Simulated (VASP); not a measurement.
Wanted: the native input for a VASP 6.6.1 run.

```
Task                   : single point
Functional             : r2SCAN
Potentials or basis    : VASP PAW PBE potentials, release 64 (Al, Cu)
Cutoff                 : 520 eV
k mesh                 : 7 × 7 × 7
Occupations            : fermi-dirac, width 0.1 eV
Spin                   : no spin polarisation
Dipole correction      : no
Further INCAR settings : ALGO = Normal; EDIFF = 1e-07; NBANDS = 14
```

AlCu:

```
CELL_PARAMETERS angstrom
2.92671 0.00000 0.00000
0.00000 2.92671 0.00000
0.00000 0.00000 2.92671
ATOMIC_POSITIONS crystal
Al 0.00000 0.00000 0.00000
Cu 0.50000 0.50000 0.50000
```

The input as run:

POSCAR

```
AlCu
1.0
    2.9267120685      0.0000000000      0.0000000000
    0.0000000000      2.9267120685      0.0000000000
    0.0000000000      0.0000000000      2.9267120685
Al Cu
1 1
Direct
    0.0000000000      0.0000000000      0.0000000000
    0.5000000000      0.5000000000      0.5000000000
```

INCAR.step1

```
ALGO = Normal
EDIFF = 1E-4
ENCUT = 520
GGA = PE
ISMEAR = -1
LASPH = True
LCHARG = False
LREAL = False
LWAVE = True
NBANDS = 14
NELM = 100
PREC = Accurate
SIGMA = 0.1
```

INCAR.step2

```
ALGO = Normal
EDIFF = 1E-7
ENCUT = 520
ISIF = 2
ISMEAR = -1
ISTART = 1
LASPH = True
LCHARG = True
LELF = True
LMIXTAU = True
LREAL = False
LVHAR = True
LWAVE = False
METAGGA = R2SCAN
NBANDS = 14
NELM = 100
PREC = Accurate
SIGMA = 0.1
```

KPOINTS

```
k-points
0
Gamma
  7 7 7
```

Potentials or basis: VASP PAW PBE potentials, release 64 (Al, Cu).

Launch:

```sh
$ cat potpaw_PBE.64/Al/POTCAR potpaw_PBE.64/Cu/POTCAR > POTCAR
$ cp INCAR.step1 INCAR
$ mpirun -np 1 vasp_std > vasp.out
$ cp INCAR.step2 INCAR
$ mpirun -np 1 vasp_std > vasp.out
```

Results of the run:

```
Pressure               : 4.9 GPa
Band gap on the k mesh : zero (band 7 reaches 14.23 eV, above the bottom of band 8 at 9.55 eV)
```

Caveat: the PAW data sets were made with another functional, which shifts forces and pressure a little.

It took 27 s on 1 thread of Intel(R) Xeon(R) Platinum 8488C (Sapphire Rapids), with other jobs on the host, peak memory 0.14 GiB.
